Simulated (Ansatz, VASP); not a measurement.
## Os: VASP beside Ansatz

```
CELL_PARAMETERS angstrom
4.29204 0.00000 0.00000
-2.14602 3.71702 0.00000
0.00000 0.00000 2.63102
ATOMIC_POSITIONS crystal
Os 0.00000 0.00000 0.00000
Os 0.33333 0.66667 0.50000
Os 0.66667 0.33333 0.50000
```

Alike in both runs: task relaxation of cell and atoms; functional PBE; k mesh 9 × 9 × 12; occupations fermi-dirac, width 0.1 eV; no spin polarisation.

|  | VASP | Ansatz |
| --- | --- | --- |
| version | VASP 6.6.1 | Ansatz 0.2.0 |
| potentials or method | VASP PAW PBE potentials, release 64 (Os), cutoff 600 eV | plane waves (420 eV) with PAW, scalar-relativistic |
| valence electrons in the cell | 24 | 48 |

VASP gave:

```
relaxed volume (Å³/atom)                                                      : 14.68
relaxed length of the cell vector where the two differ most in proportion (Å) : 4.323
```

Question: What did Ansatz give for the same quantities?

Answer: Relaxed volume (Å³/atom): 14.69; relaxed length of the cell vector where the two differ most in proportion (Å): 4.324.

VASP's potentials hold 24 valence electrons a cell and Ansatz's 48, so a difference there can come from the potentials and not from the codes.

Neither program's run includes spin-orbit coupling.
